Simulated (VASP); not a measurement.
Write the native input for VASP 6.6.1 that does the following.

| Item | Value |
| --- | --- |
| Task | single point |
| Functional | PBE |
| Potentials or basis | VASP PAW PBE potentials, release 64 (Ta_pv) |
| Cutoff | 520 eV |
| k mesh | 11 × 11 × 11 |
| Occupations | fermi-dirac, width 0.05 eV |
| Spin | no spin polarisation |
| Dipole correction | no |
| Further INCAR settings | ALGO = Normal; EDIFF = 1e-07; NBANDS = 12 |

The structure of Ta lies in POSCAR:

```
Ta
1.0
   -1.6583374948      1.6583374948      1.6583374948
    1.6583374948     -1.6583374948      1.6583374948
    1.6583374948      1.6583374948     -1.6583374948
Ta
1
Direct
    0.0000000000      0.0000000000      0.0000000000
```

One way to write it, as run:

INCAR

```
SYSTEM = Ta
PREC = Accurate ; ENCUT = 520
EDIFF = 1E-7 ; ISMEAR = -1
SIGMA = 0.05 ; LREAL = .False.
LASPH = .True. ; NELM = 60
ALGO = Normal ; ISIF = 2
LWAVE = .False. ; LCHARG = .False.
GGA = PE ; NBANDS = 12
```

KPOINTS

```
Automatic mesh
0
Gamma
  11 11 11
  0 0 0
```

Potentials or basis: VASP PAW PBE potentials, release 64 (Ta_pv).

Run with:

```sh
$ cat potpaw_PBE.64/Ta_pv/POTCAR > POTCAR
$ mpirun -np 1 vasp_std > vasp.out
```

It gave:

```json
{
  "Pressure": "0.1 GPa"
}
```

Wall time 24 s on 1 thread of AMD EPYC 7R43 64-Core Processor (Zen 3), on a shared host, peak memory 0.11 GiB.
